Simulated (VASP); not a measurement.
Runs of VASP 6.6.1 on C. The structure is that of space group Fmmm (No. 69), or close to it. The cells are those of the table. 

```tsv
task	cell	gap on the mesh (eV)	pressure (GPa)
electric field gradients	a = 3.995, b = 3.598, c = 2.456 Å, angles 80.2, 62.5, 37.3°, 2 atoms	0.08	(a)
single point	a = 3.989, b = 3.575, c = 2.505 Å, angles 79.9, 61.9, 38.2°, 2 atoms	0.08	(b)
single point	a = 3.944, b = 3.558, c = 2.407 Å, angles 80.3, 62.8, 37.0°, 2 atoms	0.08	20.9
single point	a = 3.933, b = 3.554, c = 2.382 Å, angles 80.4, 63.0, 36.7°, 2 atoms	0.08	31.7
electric field gradients	a = 3.933, b = 3.554, c = 2.382 Å, angles 80.4, 63.0, 36.7°, 2 atoms	0.08	31.7
single point	a = 3.978, b = 3.570, c = 2.481 Å, angles 80.0, 62.1, 37.9°, 2 atoms	0.08	-6.0
single point	a = 4.001, b = 3.579, c = 2.530 Å, angles 79.8, 61.7, 38.5°, 2 atoms	0.08	-20.1
electric field gradients	a = 4.019, b = 3.613, c = 2.488 Å, angles 80.1, 62.3, 37.6°, 2 atoms	0.08	-8.4
```

Alike in all rows: level PBEsol; potentials or basis VASP PAW PBE potentials, release 64 (C); no spin polarisation; k mesh 18 × 18 × 18; cutoff (eV) 520; smearing fermi-dirac 0.05 eV.

**Question.** Fill in the values left out.

**Answer.** (a) 2.0; (b) -13.4.

Caveats: the PAW data sets were made with another functional, which shifts forces and pressure a little.

A k mesh can miss the band edges.
